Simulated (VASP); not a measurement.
Set up this calculation in VASP 6.6.1, as the native input.

* Task: single point
* Functional: LDA
* Potentials or basis: VASP PAW LDA potentials, release 64 (Ir)
* Cutoff: 500 eV
* k mesh: 14 × 14 × 14
* Occupations: fermi-dirac, width 0.1 eV
* Spin: non-collinear spin, zero start, spin-orbit coupling
* Starting moments: [[0.0, 0.0, 0.0]] μB
* Dipole correction: no
* Further INCAR settings: ALGO = Normal; EDIFF = 1e-06; NBANDS = 20

The structure of Ir lies in POSCAR:

```
Ir
1.0
    0.0000000000      1.9060927673      1.9060927673
    1.9060927673      0.0000000000      1.9060927673
    1.9060927673      1.9060927673      0.0000000000
Ir
1
Direct
    0.0000000000      0.0000000000      0.0000000000
```

One way to write it, as run:

INCAR

```
PREC     = Accurate       # precision mode
ENCUT    = 500            # plane-wave cutoff, eV
EDIFF    = 1E-6           # SCF threshold, eV
ISMEAR   = -1             # smearing method
SIGMA    = 0.1            # smearing width, eV
LREAL    = False          # projectors in reciprocal space
LASPH    = True           # aspherical terms in the spheres
NELM     = 200            # most SCF steps
ALGO     = Normal         # electronic algorithm
ISIF     = 2              # what is computed and relaxed
LWAVE    = False          # write WAVECAR
LCHARG   = False          # write CHGCAR
MAGMOM   = 0 0 0          # initial moments
LORBIT   = 11             # projections on sites
LSORBIT  = True           # spin-orbit coupling
GGA_COMPAT= False        
LORBMOM  = True         
LMAXMIX  = 4              # l up to which the mixer works
NBANDS   = 20             # bands
```

KPOINTS

```
regular mesh
0
Gamma
  14 14 14
```

Potentials or basis: VASP PAW LDA potentials, release 64 (Ir).

The run is started by

```console
$ cat potpaw_LDA.64/Ir/POTCAR > POTCAR
$ mpirun -np 1 vasp_ncl > vasp.out
```

It gave:

```json
{
 "Pressure": "3.6 GPa",
 "Net moment": "0.00 μB per cell",
 "Valence electrons inside the program's atomic spheres": "Ir 8.49"
}
```

Run time: 31 s on 1 thread of Intel(R) Xeon(R) 6975P-C (Granite Rapids), with other jobs on the host, peak memory 0.17 GiB.
